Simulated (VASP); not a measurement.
A run of VASP 6.6.1:

File INCAR:

```
SYSTEM = SnO
ALGO     = Normal         ! electronic algorithm
EDIFF    = 1E-6           ! SCF threshold, eV
ENCUT    = 520            ! plane-wave cutoff, eV
GGA      = PS             ! functional
ISIF     = 2              ! what is computed and relaxed
ISMEAR   = 0              ! smearing method
LASPH    = .True.         ! aspherical terms in the spheres
LCHARG   = .False.        ! write CHGCAR
LREAL    = .False.        ! projectors in reciprocal space
LWAVE    = .False.        ! write WAVECAR
NBANDS   = 28             ! bands
NELM     = 80             ! most SCF steps
PREC     = Accurate       ! precision mode
SIGMA    = 0.1            ! smearing width, eV
```

File KPOINTS:

```
k-points
0
Gamma
  14 14 12
  0 0 0
```

POSCAR

```
SnO
1.0
    3.7291881028      0.0000000000      0.0000000000
    0.0000000000      3.8715716594      0.0000000000
    0.0000000000      0.0000000000      4.7581896061
Sn O
2 2
Direct
    0.0000000000      0.5000000000      0.2424816000
    0.5000000000      0.0000000000      0.7575184000
    0.5000000000      0.5000000000     -0.0072473125
    0.0000000000      0.0000000000      0.0072473125
```

Potentials or basis: VASP PAW PBE potentials, release 64 (Sn_d, O).

The run is started by

```sh
$ cat potpaw_PBE.64/Sn_d/POTCAR potpaw_PBE.64/O/POTCAR > POTCAR
$ mpirun -np 1 vasp_std > vasp.out
```

Hardware: 1 thread of Intel(R) Xeon(R) Platinum 8375C CPU @ 2.90GHz (Ice Lake) (shared host).

Estimate the wall time of this run.

It took 15 min on 1 thread of Intel(R) Xeon(R) Platinum 8375C CPU @ 2.90GHz (Ice Lake), on a shared host, peak memory 0.72 GiB. Counts: scf iterations 14, k points 448.
